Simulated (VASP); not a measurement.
## Si62As (a cell with a defect): single point with LDA

Crystal: Si62As (a cell with a defect).

```xyz
63
Lattice="10.8600 0.0000 0.0000 0.0000 10.8600 0.0000 0.0000 0.0000 10.8600" Properties=species:S:1:pos:R:3 pbc="T T T"
Si    5.4356   -0.0115    0.0184
Si    6.7978    1.3272    1.3878
Si    8.1410    2.7159    0.0007
Si    9.5008    4.0746    1.3564
Si    8.1812    0.0054    2.7102
Si    9.4998    1.3480    4.0940
Si   -0.0039    0.0203    0.0012
Si    1.3693    1.3476    1.3680
Si    2.7107    2.7146    0.0015
Si    4.0801    4.0505    1.3711
Si    5.4027    5.4274    0.0039
Si    6.7994    6.7898    1.3679
Si    8.1442    8.1412   -0.0034
Si    9.4999    9.4806    1.3689
Si    2.7215   -0.0095    2.7250
Si    4.0821    1.3390    4.0867
Si    5.4364    2.6959    2.7279
Si    6.7838    4.0665    4.0754
Si    8.1384    5.4326    2.7243
Si    9.4368    6.8487    4.0722
Si    5.4038    0.0176    5.4681
Si    6.7993    1.3478    6.7866
Si    8.1442    2.7189    5.4350
Si    9.4937    4.0877    6.7860
Si    8.1389   -0.0069    8.1444
Si    9.5013    1.3598    9.5029
Si   -0.0117    5.4361   -0.0153
Si    1.3538    6.7789    1.3548
Si    2.6971    8.1403   -0.0138
Si    4.0779    9.4896    1.3717
Si   -0.0037    2.7153    2.6944
Si    1.3360    4.0887    4.0828
Si    2.7143    5.4268    2.6963
Si    4.0768    6.7885    4.0946
Si    5.3981    8.1073    2.6922
Si   -0.0029   -0.0054    5.4342
Si    1.3549    1.3610    6.7965
Si    2.7011    2.7264    5.4347
Si    4.0650    4.0760    6.7943
Si    5.4358    5.4323    5.4327
Si    6.7869    6.8432    6.7326
Si    9.4351    9.5059    6.7254
Si    2.7141    0.0188    8.1485
Si    4.0793    1.3454    9.5242
Si    5.4025    2.7128    8.1481
Si    6.7891    4.0798    9.4960
Si    8.1295    5.4662    8.1088
Si    9.4928    6.7904    9.4865
Si   -0.0030    8.1406    2.7230
Si    1.3561    9.5007    4.0754
Si   -0.0526    5.4743    5.4204
Si    1.3309    6.7916    6.7838
Si    2.7031    8.1405    5.4357
Si    4.0779    9.4801    6.7882
Si   -0.0106    2.7302    8.1408
Si    1.3553    4.0696    9.5066
Si    2.6912    5.4376    8.1381
Si    4.0645    6.7804    9.5004
Si    5.4359    8.1417    8.1447
Si    6.7839    9.5007    9.5090
Si   -0.0553    8.1555    8.0979
Si    1.3328    9.4923    9.4839
As    7.8604    8.4279    5.1486
```

- Program: VASP 6.6.1
- Task: single point
- Functional: LDA
- Potentials or basis: VASP PAW LDA potentials, release 64 (Si, As)
- Cutoff: 520 eV
- k mesh: 1 × 1 × 1
- Occupations: fermi-dirac, width 0.05 eV
- Spin: no spin polarisation

```json
{"Largest force": "0.494 eV/Å"}
```

Forces on the atoms (eV/Å):
```
Si  -0.006  0.007 -0.021
Si  -0.031  0.053 -0.052
Si  -0.009  0.029 -0.028
Si  -0.021  0.002 -0.002
Si   0.003  0.118 -0.117
Si  -0.020 -0.010  0.008
Si  -0.017 -0.010  0.003
Si  -0.020  0.010 -0.011
Si  -0.002 -0.005  0.006
Si  -0.012  0.019 -0.011
Si   0.010  0.016  0.002
Si   0.005  0.016  0.012
Si  -0.006  0.001 -0.013
Si  -0.019 -0.007  0.010
Si  -0.016  0.005 -0.005
Si  -0.034  0.036 -0.028
Si  -0.006  0.022 -0.008
Si  -0.001  0.004 -0.002
Si   0.003  0.006  0.013
Si   0.058 -0.059  0.036
Si  -0.098  0.103  0.018
Si   0.006 -0.012 -0.017
Si  -0.005  0.012 -0.001
Si   0.000 -0.009  0.001
Si   0.001 -0.016 -0.008
Si  -0.021  0.000 -0.005
Si   0.004 -0.004  0.020
Si  -0.009  0.023  0.001
Si  -0.016  0.002 -0.012
Si  -0.031  0.030 -0.033
Si  -0.018 -0.004  0.011
Si  -0.013  0.009 -0.010
Si  -0.001  0.016  0.008
Si   0.011  0.014  0.005
Si  -0.092 -0.020 -0.096
Si  -0.013 -0.020  0.000
Si  -0.008  0.001 -0.022
Si  -0.020  0.014 -0.002
Si  -0.002  0.006 -0.024
Si   0.011  0.007  0.006
Si   0.036 -0.044  0.044
Si   0.064 -0.039  0.064
Si  -0.001 -0.007 -0.016
Si  -0.011  0.011 -0.020
Si   0.008 -0.002 -0.016
Si  -0.007  0.020 -0.022
Si   0.020 -0.014  0.014
Si   0.000 -0.001  0.011
Si  -0.011  0.001  0.017
Si   0.004  0.003 -0.005
Si   0.028 -0.028  0.021
Si   0.015 -0.002  0.001
Si  -0.007  0.005 -0.006
Si   0.010 -0.006 -0.015
Si   0.002 -0.018  0.003
Si  -0.009  0.012 -0.014
Si   0.020 -0.005  0.004
Si  -0.002  0.024 -0.007
Si   0.012 -0.004 -0.006
Si  -0.001  0.002 -0.003
Si   0.031 -0.022  0.032
Si  -0.007  0.011 -0.005
As   0.262 -0.301  0.291
```

Levels at points of the mesh, in eV from the Fermi level:
| k point | band 124 | band 125 | band 126 | band 127 | band 128 | band 129 |
| --- | --- | --- | --- | --- | --- | --- |
| (0.00, 0.00, 0.00) | -0.63 | -0.62 | -0.19 | 0.23 | 0.23 | 0.32 |

Wall time 7.7 min on 1 thread of Oxide Virtual Turin-like Processor, with other jobs on the host, peak memory 0.68 GiB.

Caveat: the k points lie up to 0.58 Å⁻¹ apart; the cell carries a net charge on a neutralising background, which shifts energy and pressure; the cell is charged against a uniform background, so pressure and absolute levels hang on convention.
